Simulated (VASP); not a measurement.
**SnO2: single point with r2SCAN**

SnO2:

```xyz
6
Lattice="4.7602 0.0000 0.0000 0.0000 4.7602 0.0000 0.0000 0.0000 3.2008" Properties=species:S:1:pos:R:3 pbc="T T T"
Sn    0.0000    0.0000    0.0000
Sn    2.3801    2.3801    1.6004
O     1.4562    1.4562    0.0000
O     3.8363    0.9239    1.6004
O     0.9239    3.8363    1.6004
O     3.3040    3.3040    0.0000
```

```
Program             : VASP 6.6.1
Task                : single point
Functional          : r2SCAN
Potentials or basis : VASP PAW PBE potentials, release 64 (Sn_d, O)
Cutoff              : 520 eV
k mesh              : 6 × 6 × 10
Occupations         : gaussian, width 0.05 eV
Spin                : no spin polarisation
```

```yaml
Pressure: 1.1 GPa
Largest_force: 0.028 eV/Å
Band_gap_on_the_k_mesh: 1.79 eV
```

Forces on the atoms (eV/Å):
```
Sn   0.000  0.000  0.000
Sn   0.000  0.000  0.000
O   -0.020 -0.020  0.000
O   -0.020  0.020  0.000
O    0.020 -0.020  0.000
O    0.020  0.020  0.000
```

Stress tensor (GPa, compression positive):
```
0.90 0.00 0.00
0.00 0.90 0.00
0.00 0.00 1.41
```

Levels at points of the mesh, in eV from the valence-band top:
```tsv
k point	band 24	band 25	band 26	band 27	band 28	band 29
(0.00, 0.00, 0.00)	-0.78	-0.78	0.00	1.79	6.81	7.05
(0.50, 0.00, 0.00)	-1.17	-0.62	-0.62	5.00	5.00	7.81
(0.50, 0.50, 0.00)	-1.30	-0.92	-0.92	5.44	5.44	8.22
(0.00, 0.00, 0.50)	-1.67	-1.27	-1.27	6.87	6.87	10.53
(0.50, 0.00, 0.50)	-1.11	-0.69	-0.69	7.15	7.15	8.85
(0.50, 0.50, 0.50)	-0.96	-0.85	-0.85	5.52	5.52	9.65
```

Run time: 5.2 min on 1 thread of Intel(R) Xeon(R) Platinum 8259CL CPU @ 2.50GHz (Skylake/Cascade Lake), with other jobs on the host, peak memory 0.25 GiB.

Caveat: the PAW data sets were made with another functional, which shifts forces and pressure a little; spin-orbit coupling is left out, which moves the levels of the heavy elements.
